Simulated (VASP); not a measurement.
# ZnO (P6_3mc) in VASP: a series of runs

Runs on ZnO. Level: LDA. Tasks: electric field gradients.

Everything below comes from runs of VASP 6.6.1. Logs are shortened: lines on timing, memory, paths and dates and some standing lists are left out, and cuts for length are marked.

## 1. The cell of the first run

The structure is hexagonal, space group P6_3mc (No. 186). The conventional cell has a = 3.183 Å, b = 3.183 Å, c = 5.098 Å, α = 90.00°, β = 90.00°, γ = 120.00°. Zn (site symmetry 3m) has 4 O at 1.93 to 1.95 Å within 2.6 Å. Within 2.6 Å of O (site symmetry 3m) lie 4 Zn at 1.93 to 1.95 Å.

## 2. Electric field gradients, LDA (11.18 Å³/atom)

The input, INCAR:

```
ALGO = Normal ; EDIFF = 1E-8
ENCUT = 520 ; ISIF = 2
ISMEAR = -1 ; LASPH = T
LCHARG = F ; LEFG = T
LREAL = F ; LWAVE = F
NBANDS = 26 ; NELM = 100
PREC = Accurate ; SIGMA = 0.02
```

The input, KPOINTS:

```
k-points
0
Gamma
  11 11 6
```

The input, POSCAR:

```
ZnO
1.0
    3.1830658516      0.0000000000      0.0000000000
   -1.5915329258      2.7566158894      0.0000000000
    0.0000000000      0.0000000000      5.0975701925
Zn O
2 2
Direct
    0.3333333333      0.6666666667      0.0000000000
    0.6666666667      0.3333333333      0.5000000000
    0.3333333333      0.6666666667      0.3821000000
    0.6666666667      0.3333333333      0.8821000000
```

Potentials or basis: VASP PAW LDA potentials, release 64 (Zn, O).

Command:

```console
$ cat potpaw_LDA.64/Zn/POTCAR potpaw_LDA.64/O/POTCAR > POTCAR
$ mpirun -np 1 vasp_std > vasp.out
```

OUTCAR:

```text
EDIFF = 1E-8
   ENCUT = 520
   ISIF = 2
   ISMEAR = -1
   LASPH = T
   LREAL = F
   NELM = 100
   PREC = Accurate

 ion  position               nearest neighbor table
   1  0.333  0.667  0.000-   4 1.93   4 1.93   4 1.93   3 1.95
   2  0.667  0.333  0.500-   3 1.93   3 1.93   3 1.93   4 1.95
   3  0.333  0.667  0.382-   2 1.93   2 1.93   2 1.93   1 1.95
   4  0.667  0.333  0.882-   1 1.93   1 1.93   1 1.93   2 1.95

  LATTYP: Found a hexagonal cell.
 ALAT       =     3.1830658516
 C/A-ratio  =     1.6014655147

  Lattice vectors:

 A1 = (   3.1830658516,   0.0000000000,   0.0000000000)
 A2 = (  -1.5915329258,   2.7566158894,   0.0000000000)
 A3 = (   0.0000000000,   0.0000000000,   5.0975701925)

Analysis of symmetry for initial positions (statically):
=====================================================================
 Subroutine PRICEL returns:
 Original cell was already a primitive cell.

 Routine SETGRP: Setting up the symmetry group for a
 hexagonal supercell.

 Subroutine GETGRP returns: Found 12 space group operations
 (whereof  6 operations were pure point group operations)
 out of a pool of 24 trial point group operations.

The static configuration has the point symmetry C_3v.
 The point group associated with its full space group is C_6v.

Analysis of symmetry for dynamics (positions and initial velocities):
=====================================================================
 Subroutine PRICEL returns:
 Original cell was already a primitive cell.

 Routine SETGRP: Setting up the symmetry group for a
 hexagonal supercell.

 Subroutine GETGRP returns: Found 12 space group operations
 (whereof  6 operations were pure point group operations)
 out of a pool of 24 trial point group operations.

The dynamic configuration has the point symmetry C_3v.
 The point group associated with its full space group is C_6v.

 Subroutine INISYM returns: Found 12 space group operations
 (whereof  6 operations are pure point group operations),
 and found     1 'primitive' translations

----------------------------------------------------------------------------------------

                                     Primitive cell

  volume of cell :      44.7286

  direct lattice vectors                    reciprocal lattice vectors
     3.183065852  0.000000000  0.000000000     0.314162523  0.181381817  0.000000000
    -1.591532926  2.756615889  0.000000000     0.000000000  0.362763635  0.000000000
     0.000000000  0.000000000  5.097570193     0.000000000  0.000000000  0.196171894

  length of vectors
     3.183065852  3.183065852  5.097570193     0.362763635  0.362763635  0.196171894

  position of ions in fractional coordinates (direct lattice)
     0.333333333  0.666666667  0.000000000
     0.666666667  0.333333333  0.500000000
     0.333333333  0.666666667  0.382100000
     0.666666667  0.333333333  0.882100000

  ion indices of the primitive-cell ions
   primitive index   ion index
                 1           1
                 2           2
                 3           3
                 4           4

----------------------------------------------------------------------------------------

 KPOINTS: k-points

Automatic generation of k-mesh.
 Grid dimensions read from file:
 generate k-points for:   11   11    6

 Generating k-lattice:

  Cartesian coordinates                     Fractional coordinates (reciprocal lattice)
     0.028560229  0.016489256  0.000000000     0.090909091  0.000000000  0.000000000
     0.000000000  0.032978512  0.000000000     0.000000000  0.090909091  0.000000000
     0.000000000  0.000000000  0.032695316     0.000000000  0.000000000  0.166666667

  Length of vectors
     0.032978512  0.032978512  0.032695316

  Shift w.r.t. Gamma in fractional coordinates (k-lattice)
     0.000000000  0.000000000  0.000000000

 Subroutine IBZKPT returns following result:
 ===========================================

 Found     64 irreducible k-points:

 Following reciprocal coordinates:
            Coordinates               Weight
  0.000000  0.000000  0.000000      1.000000
  0.090909 -0.000000  0.000000      6.000000
  0.181818 -0.000000  0.000000      6.000000
  0.272727 -0.000000  0.000000      6.000000
  0.363636 -0.000000  0.000000      6.000000
  0.454545 -0.000000  0.000000      6.000000
[... 16 lines left out ...]
  0.090909  0.090909  0.166667     12.000000
  0.181818  0.090909  0.166667     24.000000
 [... further k-points ...]
   k-points           NKPTS =     64   k-points in BZ     NKDIM =     64   number of bands    NBANDS=     26
   number of dos      NEDOS =    301   number of ions     NIONS =      4
   total plane-waves  NPLWV =  23040
   dimension x,y,z NGX =    24 NGY =   24 NGZ =   40
   dimension x,y,z NGXF=    48 NGYF=   48 NGZF=   80
   ions per type =               2   2
   NGX,Y,Z   is equivalent  to a cutoff of  12.53, 12.53, 13.05 a.u.
   NGXF,Y,Z  is equivalent  to a cutoff of  25.07, 25.07, 26.09 a.u.
 SYSTEM =  unknown system
   PREC   = accura    normal or accurate (medium, high low for compatibility)
   ISTART =      0    job   : 0-new  1-cont  2-samecut
   ICHARG =      2    charge: 1-file 2-atom 10-const
   ISPIN  =      1    spin polarized calculation?
   LNONCOLLINEAR =      F non collinear calculations
   LSORBIT =      F    spin-orbit coupling
   LASPH  =      T    aspherical Exc in radial PAW
   ENCUT  =  520.0 eV  38.22 Ry    6.18 a.u.   5.92  5.92  9.48*2*pi/ulx,y,z
   NELM   =    100;   NELMIN=  2; NELMDL= -5     # of ELM steps
   EDIFF  = 0.1E-07   stopping-criterion for ELM
   LREAL  =      F    real-space projection
   EDIFFG = 0.1E-06   stopping-criterion for IOM
   NSW    =      0    number of steps for IOM
   IBRION =     -1    ionic relax: 0-MD 1-quasi-New 2-CG
   NFREE  =      0    steps in history (QN), initial steepest desc. (CG)
   ISIF   =      2    stress and relaxation
   ISYM   =      2    0-nonsym 1-usesym 2-fastsym
   POTIM  = 0.5000    time-step for ionic-motion
   TEBEG  =    0.0;   TEEND  =   0.0 temperature during run
   PSTRESS=    0.0 pullay stress
   NELECT =      36.0000    total number of electrons
   NUPDOWN=      -1.0000    fix difference up-down
   EMIN   =  10.00;   EMAX   =-10.00  energy-range for DOS
   EFERMI =   0.00;   METHOD = LEGACY
   ISMEAR =    -1;   SIGMA  =   0.02  broadening in eV -4-tet -1-fermi 0-gaus
   EFERMI_NEDOS =   21; number of points for ismear=-14 and -15
   IALGO  =     38    algorithm
   IMIX   =      4    mixing-type and parameters
     AMIX     =   0.40;   BMIX     =  1.00
     AMIX_MAG =   1.60;   BMIX_MAG =  1.00
  volume/ion in A,a.u.               =      11.18        75.46
  Fermi-wavevector in a.u.,A,eV,Ry     =   1.522816  2.877704 31.551464  2.318967
  Thomas-Fermi vector in A             =   2.631343
   LORBIT       =      0    0 simple, 1 ext, 2 COOP (PROOUT), +10 PAW based schemes
   GGA     = CA    functional components
   LHFCALC =     F    Hartree Fock is set to
   AEXX    =    0.0000 exact exchange contribution
   IVDW    =     0    specifies the selected vdW correction
   LEPSILON=     F    determine dielectric tensor
   LRPA    =     F    only Hartree local field effects (RPA)
 non-spin polarized calculation
  energy-cutoff  :      520.00
  volume of cell :       44.73
 maximum number of plane-waves:      1218
 NGX is ok and might be reduce to    24
   NGX = 11   NGY = 11   NGZ = 19

 number of electron      35.9999988 magnetization

 Free energy of the ion-electron system (eV)
  ---------------------------------------------------
  ext. energy  EPLUGINS =         0.00000000
  ---------------------------------------------------
  free energy    TOTEN  =       -21.14591748 eV

  energy without entropy =      -21.14591748  energy(sigma->0) =      -21.14591748

 E-fermi :   1.8584     XC(G=0): -11.7964

 val. band max:        1.4796306360   @ k =   0.0000   0.0000   0.0000
 cond. band min:       2.3217682787   @ k =   0.0000   0.0000   0.0000
 fundamental gap:      0.8421376427
 Fermi energy:         1.8583527365

 k-point     1 :       0.0000    0.0000    0.0000
  band No.  band energies     occupation
      1     -16.8589      2.00000
      2     -15.9795      2.00000
      3      -4.7074      2.00000
      4      -4.6374      2.00000
      5      -4.6374      2.00000
      6      -4.5374      2.00000
[... 18 lines left out ...]
     25      15.8022      0.00000
     26      15.8022      0.00000

 k-point     2 :       0.0909   -0.0000    0.0000
  band No.  band energies     occupation
      1     -16.8048      2.00000
      2     -15.9555      2.00000
      3      -4.7097      2.00000
      4      -4.6276      2.00000
      5      -4.6068      2.00000
      6      -4.5075      2.00000
[... 18 lines left out ...]
     25      15.9006      0.00000
     26      15.9337      0.00000

 k-point     3 :       0.1818   -0.0000    0.0000
  band No.  band energies     occupation
      1     -16.6537      2.00000
      2     -15.8933      2.00000
      3      -4.8531      2.00000
      4      -4.5301      2.00000
      5      -4.5279      2.00000
      6      -4.4410      2.00000
[... 18 lines left out ...]
     25      15.5608      0.00000
     26      16.0477      0.00000

 k-point     4 :       0.2727   -0.0000    0.0000
  band No.  band energies     occupation
      1     -16.4401      2.00000
      2     -15.8197      2.00000
      3      -4.9870      2.00000
      4      -4.5842      2.00000
      5      -4.4363      2.00000
      6      -4.2927      2.00000
[... 18 lines left out ...]
     25      15.0524      0.00000
     26      15.8589      0.00000
[... 496 lines left out ...]
      1     -16.0357      2.00000
      2     -15.7787      2.00000
      3      -5.0206      2.00000
      4      -4.8731      2.00000
      5      -4.3105      2.00000
      6      -4.0503      2.00000
[... 18 lines left out ...]
     25      14.9409      0.00000
     26      15.8973      0.00000

 k-point    23 :       0.0909    0.0909    0.1667
  band No.  band energies     occupation
      1     -16.6514      2.00000
      2     -15.9674      2.00000
      3      -4.8190      2.00000
      4      -4.7444      2.00000
      5      -4.5293      2.00000
      6      -4.4852      2.00000
[... 18 lines left out ...]
     25      14.7589      0.00000
     26      15.9420      0.00000

 k-point    24 :       0.1818    0.0909    0.1667
  band No.  band energies     occupation
      1     -16.4749      2.00000
      2     -15.8901      2.00000
      3      -4.9422      2.00000
      4      -4.7268      2.00000
      5      -4.4639      2.00000
      6      -4.3878      2.00000
[... 18 lines left out ...]
     25      14.6718      0.00000
     26      16.2459      0.00000

 [... further k-points ...]

------------------------ aborting loop because EDIFF is reached ----------------------------------------

  FORCE on cell =-STRESS in cart. coord.  units (eV):
  Direction    XX          YY          ZZ          XY          YZ          ZX
  --------------------------------------------------------------------------------------
  -------------------------------------------------------------------------------------
  Total        0.9734047      0.9734047      1.0641374      0.0000000      0.0000000      0.0000000
  in kB       34.8673497     34.8673497     38.1173949      0.0000000      0.0000000      0.0000000
  external PRESSURE =      35.9506981 kB  Pullay stress =       0.0000000 kB

 VOLUME and BASIS-vectors are now :
 -----------------------------------------------------------------------------
  energy-cutoff  :      520.00
  volume of cell :       44.73
      direct lattice vectors                 reciprocal lattice vectors
     3.183065852  0.000000000  0.000000000     0.314162523  0.181381817  0.000000000
    -1.591532926  2.756615889  0.000000000     0.000000000  0.362763635  0.000000000
     0.000000000  0.000000000  5.097570193     0.000000000  0.000000000  0.196171894

 POSITION                                       TOTAL-FORCE (eV/Angst)
 -----------------------------------------------------------------------------------
     -0.00000      1.83774      0.00000         0.000000     -0.000000      0.043478
      1.59153      0.91887      2.54879        -0.000000     -0.000000      0.043478
     -0.00000      1.83774      1.94778        -0.000000      0.000000     -0.043478
      1.59153      0.91887      4.49657         0.000000     -0.000000     -0.043478
 -----------------------------------------------------------------------------------
    total drift:                                0.000000      0.000001      0.000542

  FREE ENERGIE OF THE ION-ELECTRON SYSTEM (eV)
  ---------------------------------------------------
  free  energy   TOTEN  =       -21.1459174807 eV

  energy  without entropy=      -21.1459174807  energy(sigma->0) =      -21.14591748

 Electric field gradients (V/A^2)
---------------------------------------------------------------------
 ion       V_xx      V_yy      V_zz      V_xy      V_xz      V_yz
---------------------------------------------------------------------
   1      -4.245    -4.251     8.496    -0.005     0.000    -0.000
   2      -4.245    -4.251     8.496    -0.005    -0.000     0.000
   3       1.724     1.722    -3.446    -0.001     0.000    -0.000
   4       1.724     1.722    -3.446    -0.001    -0.000     0.000
---------------------------------------------------------------------

 Electric field gradients after diagonalization (V/A^2)
 (convention: |V_zz| > |V_xx| > |V_yy|)
----------------------------------------------------------------------
 ion       V_xx      V_yy      V_zz     asymmetry (V_yy - V_xx)/ V_zz
----------------------------------------------------------------------
   1      -4.254    -4.242     8.496       0.001
   2      -4.254    -4.242     8.496       0.001
   3       1.725     1.722    -3.446       0.001
   4       1.725     1.722    -3.446       0.001
----------------------------------------------------------------------

           NMR quadrupolar parameters

 Cq : quadrupolar parameter    Cq=e*Q*V_zz/h
 eta: asymmetry parameters     (V_yy - V_xx)/ V_zz
 Q  : nuclear electric quadrupole moment in mb (millibarn)
----------------------------------------------------------------------
 ion       Cq(MHz)       eta       Q (mb)
----------------------------------------------------------------------
   1       0.021       0.001       1.000
   2       0.021       0.001       1.000
   3      -0.008       0.001       1.000
   4      -0.008       0.001       1.000
----------------------------------------------------------------------
```

It took 39 s on 1 thread of AMD EPYC 9R45 (Zen 5), shared host; peak memory 0.15 GiB.

Results:

- Free energy: -21.1459 eV
- Pressure: 3.6 GPa
- Largest force: 0.043 eV/Å
- Band gap on the k mesh: 0.84 eV
- Largest electric field gradient by atom: Zn +8.5; O -3.4 V/Å²

Forces on the atoms (eV/Å):
```
Zn   0.000  0.000  0.043
Zn   0.000  0.000  0.043
O    0.000  0.000 -0.043
O    0.000  0.000 -0.043
```

Stress tensor (GPa, compression positive):
```
3.49 0.00 0.00
0.00 3.49 0.00
0.00 0.00 3.81
```

Electric field gradients, principal values (V/Å²):
| atom | least | middle | greatest (by size) |
| --- | --- | --- | --- |
| 1 Zn | -4.242 | -4.254 | 8.496 |
| 2 Zn | -4.242 | -4.254 | 8.496 |
| 3 O | 1.722 | 1.725 | -3.446 |
| 4 O | 1.722 | 1.725 | -3.446 |

Caveat: the cell stands under pressure; without QUAD_EFG the Cq values of the log hold for a quadrupole moment of 1 mb, not for the nuclei.

(Continued in part 2 of 3.)
